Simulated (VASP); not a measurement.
Set up this calculation in VASP 6.6.1, as the native input.

* Task: single point
* Functional: PBE
* Dispersion: D3(BJ)
* Potentials or basis: VASP PAW PBE potentials, release 64 (Ag, Ge_d, Sb)
* Cutoff: 520 eV
* k mesh: 3 × 3 × 4
* Occupations: gaussian, width 0.1 eV
* Spin: no spin polarisation
* Dipole correction: no
* Further INCAR settings: ALGO = Normal; EDIFF = 1e-07; NBANDS = 52

The structure of AgGe3Sb6 lies in POSCAR:

```
AgGe3Sb6
1.0
    6.6008437400      0.0000000000      0.0000000000
   -3.3004218700      5.7164983700      0.0000000000
    0.0000000000      0.0000000000      6.9684296800
Ag Ge Sb
1 3 6
Direct
    0.0000000000      0.0000000000      0.5000000000
    0.3333333300      0.6666666700      0.0000000000
    0.0000000000      0.0000000000      0.0000000000
    0.6666666700      0.3333333300      0.0000000000
    0.6666666700      0.0000000000      0.2201715600
    0.3333333300      0.3333333300      0.2201715600
    0.0000000000      0.6666666700      0.2201715600
    0.3333333300      0.0000000000      0.7798284400
    0.0000000000      0.3333333300      0.7798284400
    0.6666666700      0.6666666700      0.7798284400
```

One way to write it, as run:

INCAR

```
  ALGO = Normal
  EDIFF = 1E-7
  ENCUT = 520
  GGA = PE
  ISIF = 2
  ISMEAR = 0
  IVDW = 12
  LASPH = T
  LCHARG = T
  LELF = T
  LREAL = F
  LVHAR = T
  LWAVE = F
  NBANDS = 52
  NELM = 100
  PREC = Accurate
  SIGMA = 0.1
```

KPOINTS

```
k-points
0
Gamma
  3 3 4
```

Potentials or basis: VASP PAW PBE potentials, release 64 (Ag, Ge_d, Sb).

Launch:

```bash
$ cat potpaw_PBE.64/Ag/POTCAR potpaw_PBE.64/Ge_d/POTCAR potpaw_PBE.64/Sb/POTCAR > POTCAR
$ mpirun -np 1 vasp_std > vasp.out
```

Results of the run:

* Pressure: 5.5 GPa
* Largest force: 2.162 eV/Å
* Dispersion energy per atom: -0.426 eV

Caveat: the k points lie up to 0.37 Å⁻¹ apart; pairwise dispersion overbinds metals, which lowers pressure and volume; forces of over 1 eV/Å act on the atoms, so gaps and moduli don't describe the material at rest.

It took 110 s on 1 thread of AMD EPYC 9R45 96-Core Processor (Zen 5), on a shared host, peak memory 0.41 GiB.
